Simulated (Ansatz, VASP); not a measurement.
Be2WN3 in VASP and in Ansatz

```
CELL_PARAMETERS angstrom
2.85095 0.00000 0.00000
-1.42547 2.46899 0.00000
0.00000 0.00000 7.31487
ATOMIC_POSITIONS crystal
Be 0.33333 0.66667 0.10412
Be 0.66667 0.33333 0.89588
W 0.00000 0.00000 0.50000
N 0.33333 0.66667 0.66958
N 0.66667 0.33333 0.33042
N 0.00000 0.00000 0.00000
```

Change from the starting cell: species swapped into the NaFe2O3 type (P-3m1, No. 164).

Alike in both runs: functional PBE; k mesh 5 × 5 × 2; occupations gaussian, width 0.15 eV; no spin polarisation.

Ansatz relaxed the structure, and its values are those at the end. VASP's run is a single point on that final structure, the one shown.

|  | VASP | Ansatz |
| --- | --- | --- |
| version | VASP 6.6.1 | Ansatz 0.2.0 |
| potentials or method | VASP PAW PBE potentials, release 64 (Be, W_sv, N), cutoff 600 eV | scalar-relativistic, plane waves, PAW |
| valence electrons in the cell | 33 | 33 |

```tsv
	VASP	Ansatz	Ansatz less VASP
gap on the k mesh at the Fermi level (eV)	none	none	-
pressure (GPa)	0.8	-0.1	-0.89
rms of the force components (eV/Å)	0.037	0.004	-0.0333
```

A gap of «none» marks a metal or a gap that the smearing closes. The functional is the same, so the differences come from potentials, cutoffs and numerics.

The k mesh is coarse, so the values compare programs but aren't converged. Neither program's run includes spin-orbit coupling.
